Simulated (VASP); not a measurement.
A run of VASP 6.6.1:

The input INCAR:

```
PREC     = Accurate       # precision mode
ENCUT    = 520            # plane-wave cutoff, eV
EDIFF    = 1E-6           # SCF threshold, eV
ISMEAR   = -1             # smearing method
SIGMA    = 0.1            # smearing width, eV
LREAL    = F              # projectors in reciprocal space
LASPH    = T              # aspherical terms in the spheres
NELM     = 60             # most SCF steps
ALGO     = Normal         # electronic algorithm
ISIF     = 2              # what is computed and relaxed
LWAVE    = F              # write WAVECAR
LCHARG   = F              # write CHGCAR
GGA      = PE             # functional
NBANDS   = 16             # bands
```

File KPOINTS:

```
regular mesh
0
Gamma
  13 13 13
```

Contents of POSCAR:

```
ZnSe
1.0
    0.0000000000      2.5718175843      2.5718175843
    2.5718175843      0.0000000000      2.5718175843
    2.5718175843      2.5718175843      0.0000000000
Zn Se
1 1
Direct
    0.0000000000      0.0000000000      0.0000000000
    0.5000000000      0.5000000000      0.5000000000
```

Potentials or basis: VASP PAW PBE potentials, release 64 (Zn, Se).

Run with:

```bash
$ cat potpaw_PBE.64/Zn/POTCAR potpaw_PBE.64/Se/POTCAR > POTCAR
$ mpirun -np 1 vasp_std > vasp.out
```

Hardware: 1 thread of Intel(R) Xeon(R) Platinum 8488C (Sapphire Rapids), on a shared host.

Q: How long does it take, and how much memory?

A: It took 25 s on 1 thread of Intel(R) Xeon(R) Platinum 8488C (Sapphire Rapids), on a shared host, peak memory 0.19 GiB. Counts: scf iterations 12, k points 84.
